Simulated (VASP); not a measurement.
CuI: single point with PBE

CuI:

```xyz
2
Lattice="0.0000 3.0252 2.7916 2.7916 0.0000 2.7916 2.7916 3.0252 0.0000" Properties=species:S:1:pos:R:3 pbc="T T T"
Cu    4.1873    4.5378    4.1873
I     0.0000    0.0000    0.0000
```

This cell differs from its parent crystal: volume 23.575 Å^3 an atom, c/a of the conventional cell 1.0837.

```json
{"Program": "VASP 6.6.1", "Task": "single point", "Functional": "PBE", "Potentials or basis": "VASP PAW PBE potentials, release 64 (Cu, I)", "Cutoff": "520 eV", "k mesh": "8 × 8 × 8", "Occupations": "gaussian, width 0.05 eV", "Spin": "no spin polarisation"}
```

The pressure is 11.0 GPa and the band gap on the k mesh is 1.58 eV, direct.

Stress tensor (GPa, compression positive):
```
11.46  0.00  0.00
 0.00 10.22  0.00
 0.00  0.00 11.46
```

Levels at points of the mesh, in eV from the valence-band top:
```tsv
k point	band 6	band 7	band 8	band 9	band 10	band 11	band 12	band 13
(0.00, 0.00, 0.00)	-2.65	-0.23	0.00	0.00	1.58	4.54	4.71	4.71
(0.50, 0.00, 0.00)	-2.67	-2.58	-1.18	-0.94	2.15	5.02	5.57	7.53
(0.50, 0.50, 0.00)	-2.65	-2.49	-2.31	-2.13	2.15	2.51	10.00	10.42
(0.50, 0.00, 0.50)	-2.68	-2.57	-2.19	-2.19	2.61	3.12	9.89	10.64
```

Wall time 52 s on 1 thread of Intel Xeon 6975P-C, with other jobs on the host, peak memory 0.21 GiB.

Caveat: spin-orbit coupling is left out, which moves the levels of the heavy elements.
